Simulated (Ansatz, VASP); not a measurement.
# ZnMo3 in VASP and in Ansatz

```
Mo Zn
1.0
     3.94315    0.00000    0.00000
     0.00000    3.94315    0.00000
     0.00000    0.00000    3.94315
Mo Zn
3 1
Direct
  0.50000 0.50000 0.00000
  0.50000 0.00000 0.50000
  0.00000 0.50000 0.50000
  0.00000 0.00000 0.00000
```

Alike in both runs: task single point; functional PBE; k mesh 7 × 7 × 7; occupations fermi-dirac, width 0.05 eV; no spin polarisation.

|  | VASP | Ansatz |
| --- | --- | --- |
| version | VASP 6.6.1 | Ansatz 0.2.0 |
| potentials or method | VASP PAW PBE potentials, release 64 (Mo_sv, Zn) | Ansatz PAW |
| plane-wave cutoff (eV) | 520 | 420 |
| valence electrons in the cell | 54 | 54 |

VASP gave:

| Quantity | Value |
| --- | --- |
| gap on the k mesh at the Fermi level (eV) | none |
| pressure (GPa) | -0.7 |

Question: Which values does Ansatz return?

Answer: gap on the k mesh at the Fermi level (eV): none; pressure (GPa): -1.3.

A gap of «none» marks a metal or a gap that the smearing closes.
